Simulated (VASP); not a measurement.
Here is a VASP 6.6.1 calculation.

Contents of INCAR:

```
  PREC = Accurate
  ENCUT = 520
  EDIFF = 1E-6
  ISMEAR = 0
  SIGMA = 0.1
  LREAL = False
  LASPH = True
  NELM = 60
  ALGO = Fast
  ISIF = 2
  LWAVE = False
  LCHARG = False
  GGA = PE
  IVDW = 12
  NBANDS = 14
```

File KPOINTS:

```
regular mesh
0
Gamma
  21 21 6
```

The input POSCAR:

```
Al
1.0
    2.8147782361      0.0000000000      0.0000000000
   -1.4073891181      2.4376694585      0.0000000000
    0.0000000000      0.0000000000      9.0569603104
Al
4
Direct
    0.0000000000      0.0000000000      0.0000000000
    0.3333333333      0.6666666667      0.2500000000
    0.0000000000      0.0000000000      0.5000000000
    0.6666666667      0.3333333333      0.7500000000
```

Potentials or basis: VASP PAW PBE potentials, release 64 (Al).

The run is started by

```bash
$ cat potpaw_PBE.64/Al/POTCAR > POTCAR
$ mpirun -np 1 vasp_std > vasp.out
```

Estimate the dispersion energy per atom.

-0.358 eV.

What does it give for the band gap on the k mesh?

Zero (band 6 reaches 12.87 eV, above the bottom of band 7 at 6.99 eV).

Predict the pressure.

1.8 GPa.

Stress tensor (GPa, compression positive):
```
0.82 0.00 0.00
0.00 0.82 0.00
0.00 0.00 3.63
```

Caveat: the cell differs from its parent crystal (strain along c alone, the other axes held: -2.0 %); pairwise dispersion overbinds metals, which lowers pressure and volume.
